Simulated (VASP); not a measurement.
MnS:

```xyz
2
Lattice="3.0990 0.0000 0.0000 0.0000 3.0990 0.0000 0.0000 0.0000 3.0990" Properties=species:S:1:pos:R:3 pbc="T T T"
Mn    1.5495    1.5495    1.5495
S     0.0000    0.0000    0.0000
```

Base run:

| Property | Result |
| --- | --- |
| Program | VASP 6.6.1 |
| Functional | r2SCAN |
| Potentials or basis | VASP PAW PBE potentials, release 64 (Mn_pv, S) |
| Cutoff | 520 eV |
| k mesh | 7 × 7 × 7 |
| Occupations | fermi-dirac, width 0.15 eV |
| Spin | collinear spin, ferromagnetic start |
| Starting moments | [2.8, 0.0] μB |

Its results: pressure 9.9 GPa; net moment 4.58 μB per cell; site moments Mn +4.24; S +0.10 μB.

Task: The run is repeated on the same cell with these changes: further incar settings from ALGO = Normal; EDIFF = 1e-06; NBANDS = 20 to ALGO = Normal; EDIFF = 1e-07; NBANDS = 20; hubbard terms from none to Mn d U = 4.0 eV. What comes out?

Result: Pressure 19.3 GPa; net moment 4.89 μB per cell; site moments Mn +4.57; S +0.10 μB.

Caveats: the cell stands under pressure; the PAW data sets were made with another functional, which shifts forces and pressure a little; a cell with one magnetic atom can't hold antiferromagnetic order, which such compounds often take.
